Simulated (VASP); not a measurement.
# BaTiO3: electric field gradients with PBEsol

The system is BaTiO3.

```
Ba Ti O
1.0
     4.07980    0.00000    0.00000
     0.00000    4.07980    0.00000
     0.00000    0.00000    4.01800
Ba Ti O
1 1 3
Direct
  0.00000 0.00000 0.00000
  0.50000 0.50000 0.48200
  0.50000 0.50000 0.01600
  0.50000 0.00000 0.51500
  0.00000 0.50000 0.51500
```

This cell differs from its parent crystal: equal xx and yy strain of +2 %.

- Program: VASP 6.6.1
- Task: electric field gradients
- Functional: PBEsol
- Potentials or basis: VASP PAW PBE potentials, release 64 (Ba_sv, Ti_sv, O)
- Cutoff: 520 eV
- k mesh: 7 × 7 × 7
- Occupations: fermi-dirac, width 0.08 eV
- Spin: no spin polarisation
- Dipole correction: no
- Further INCAR settings: ALGO = Normal; EDIFF = 1e-08; NBANDS = 28

```json
{"Pressure": "-7.7 GPa", "Largest force": "0.454 eV/Å", "Band gap on the k mesh": "1.74 eV (least direct gap 1.98 eV)", "Largest electric field gradient by atom": "Ba -6.8; Ti -18.1; O +11.8, +31.4 (each value once) V/Å²"}
```

Forces in eV/Å, atoms in the order of the input:
```
Ba   0.000  0.000 -0.088
Ti   0.000  0.000 -0.006
O    0.000  0.000  0.454
O    0.000  0.000 -0.180
O    0.000  0.000 -0.180
```

Stress tensor (GPa, compression positive):
```
-9.26  0.00  0.00
 0.00 -9.26  0.00
 0.00  0.00 -4.63
```

Levels at points of the mesh, in eV from the valence-band top:
```tsv
k point	band 16	band 17	band 18	band 19	band 20	band 21	band 22	band 23	band 24	band 25
(0.00, 0.00, 0.00)	-1.17	-0.94	-0.26	-0.24	-0.24	1.74	2.06	2.06	3.79	4.06
```

Electric field gradients, principal values (V/Å²):
```
atom    least   middle  greatest (by size)
1 Ba    3.379    3.379              -6.758
2 Ti    9.043    9.043             -18.086
 3 O   -5.909   -5.909              11.818
 4 O  -12.145  -19.236              31.382
 5 O  -12.145  -19.236              31.382
```

Wall time 2.4 min on 1 thread of Intel Xeon 8259CL, on a shared host, peak memory 0.22 GiB.

Caveat: the cell differs from its parent crystal (equal xx and yy strain of +2 %); the cell stands under tension; without QUAD_EFG the Cq values of the log hold for a quadrupole moment of 1 mb, not for the nuclei; the PAW data sets were made with another functional, which shifts forces and pressure a little; spin-orbit coupling is left out, which moves the levels of the heavy elements. A k mesh can miss the band edges.
